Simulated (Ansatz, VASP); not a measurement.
**BeRu3 in VASP and in Ansatz**

Contents of INCAR:

```
  ALGO = Fast
  EDIFF = 1E-7
  EDIFFG = -0.01
  ENCUT = 600
  GGA = PE
  IBRION = 2
  ISIF = 3
  ISMEAR = 0
  LASPH = T
  LCHARG = F
  LREAL = F
  LWAVE = F
  NELM = 80
  NSW = 100
  PREC = Accurate
  SIGMA = 0.1
```

File KPOINTS:

```
k-points
0
Gamma
  12 12 12
```

The input POSCAR:

```
BeRu3
1.0
    3.7091230804      0.0000000000      0.0000000000
    0.0000000000      3.7091230804      0.0000000000
    0.0000000000      0.0000000000      3.7091230804
Be Ru
1 3
Direct
    0.0000000000      0.0000000000      0.0000000000
    0.0000000000      0.5000000000      0.5000000000
    0.5000000000      0.0000000000      0.5000000000
    0.5000000000      0.5000000000      0.0000000000
```

Input for Ansatz:

```yaml
crystal:
  lattice:
    - [3.7091230804, 0.0, 0.0]
    - [0.0, 3.7091230804, 0.0]
    - [0.0, 0.0, 3.7091230804]
  atoms:
    - { symbol: Be, position: [0.0, 0.0, 0.0] }
    - { symbol: Ru, position: [0.0, 0.5, 0.5] }
    - { symbol: Ru, position: [0.5, 0.0, 0.5] }
    - { symbol: Ru, position: [0.5, 0.5, 0.0] }
basis:
  ecutwfc: 420
kpoints:
  mp_grid: { grid: [12, 12, 12] }
hamiltonian:
  xc: pbe
scf:
  occupations: { method: gaussian, width: 0.1 }
output:
  forces: true
  stress: true
  eigenvalues: true
  write_density: true
  write_potential: true
  elf: true
  volumetric_format: npy
relax:
  adjacent_minimum: "off"
  f_tol: 0.01
  max_steps: 80
  cell: { stress_tol: 0.05 }
```

Alike in both runs: task relaxation of cell and atoms; functional PBE; k mesh 12 × 12 × 12; occupations gaussian, width 0.1 eV; no spin polarisation.

|  | VASP | Ansatz |
| --- | --- | --- |
| version | VASP 6.6.1 | Ansatz 0.2.0 |
| potentials or method | VASP PAW PBE potentials, release 64 (Be, Ru_pv), cutoff 600 eV | scalar-relativistic, plane waves, PAW |
| valence electrons in the cell | 44 | 50 |

```csv
,VASP,Ansatz,Ansatz less VASP
"gap on the k mesh at the Fermi level, each at its own relaxed structure (eV)",none,none,-
relaxed volume (Å³/atom),12.83,12.84,+0.004
relaxed cell length with the largest relative difference (Å),3.717,3.717,+0.0004
```

A gap of «none» marks a metal or a gap that the smearing closes. VASP's potentials hold 44 valence electrons a cell and Ansatz's 50, so a difference there can come from the potentials and not from the codes.
